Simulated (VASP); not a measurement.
Crystal: Pb.

```
CELL_PARAMETERS angstrom
0.00000 2.45841 2.45841
2.45841 0.00000 2.45841
2.45841 2.45841 0.00000
ATOMIC_POSITIONS crystal
Pb 0.00000 0.00000 0.00000
```

Base run:

| Quantity | Value |
| --- | --- |
| Program | VASP 6.6.1 |
| Functional | PBE exchange alone |
| Potentials or basis | VASP PAW PBE potentials, release 64 (Pb_d) |
| Cutoff | 520 eV |
| k mesh | 9 × 9 × 9 |
| Occupations | fermi-dirac, width 0.05 eV |
| Spin | no spin polarisation |

Its results: band gap on the k mesh zero (band 7 reaches 16.48 eV, above the bottom of band 8 at 7.51 eV); pressure 12.9 GPa.

Problem. The run is repeated on the same cell with these changes: functional from PBE exchange alone to BLYP. What comes out?

Solution. Band gap on the k mesh zero (band 7 reaches 15.41 eV, above the bottom of band 8 at 6.47 eV); pressure 7.2 GPa.

Caveats: spin-orbit coupling is left out, which moves the levels of the heavy elements; the PAW data sets were made with another functional, which shifts forces and pressure a little (some runs).
